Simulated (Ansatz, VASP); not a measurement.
# ZnS in VASP and in Ansatz

```
CELL_PARAMETERS angstrom
3.74466 0.00000 0.00000
-1.87233 3.24297 0.00000
0.00000 0.00000 12.26442
ATOMIC_POSITIONS crystal
Zn 0.66667 0.33333 0.75000
Zn 0.33333 0.66667 0.25000
Zn 0.00000 0.00000 0.50000
Zn 0.00000 0.00000 0.00000
S 0.66667 0.33333 0.93750
S 0.33333 0.66667 0.43750
S 0.00000 0.00000 0.68750
S 0.00000 0.00000 0.18750
```

Alike in both runs: task single point; functional PBE; k mesh 8 × 8 × 3; occupations fermi-dirac, width 0.05 eV; no spin polarisation.

|  | VASP | Ansatz |
| --- | --- | --- |
| version | VASP 6.6.1 | Ansatz 0.2.0 |
| potentials or method | VASP PAW PBE potentials, release 64 (Zn, S) | Ansatz PAW earlier set |
| plane-wave cutoff (eV) | 520 | 660 |
| valence electrons in the cell | 72 | 104 |

VASP gave:

| Quantity | Value |
| --- | --- |
| gap on the k mesh at the Fermi level (eV) | 2.41 |
| least direct gap on the mesh (eV) | 2.41 |
| pressure (GPa) | 6.8 |
| traceless stress, the component that is largest in VASP (GPa) | -0.10 |
| rms of the force components (eV/Å) | 0.021 |

**Question.** What did Ansatz give for the same quantities?

**Answer.** gap on the k mesh at the Fermi level (eV): 2.41; least direct gap on the mesh (eV): 2.41; pressure (GPa): 6.7; traceless stress, the component that is largest in VASP (GPa): -0.10; rms of the force components (eV/Å): 0.021.

Atom by atom the forces differ by 0.000 eV/Å (rms over components). VASP's potentials hold 72 valence electrons a cell and Ansatz's 104, so a difference there can come from the potentials and not from the codes.

Noted on Ansatz's run: odd divisions of the mesh miss points on the zone boundary, where band edges often lie, so the gap on the mesh can be too wide.
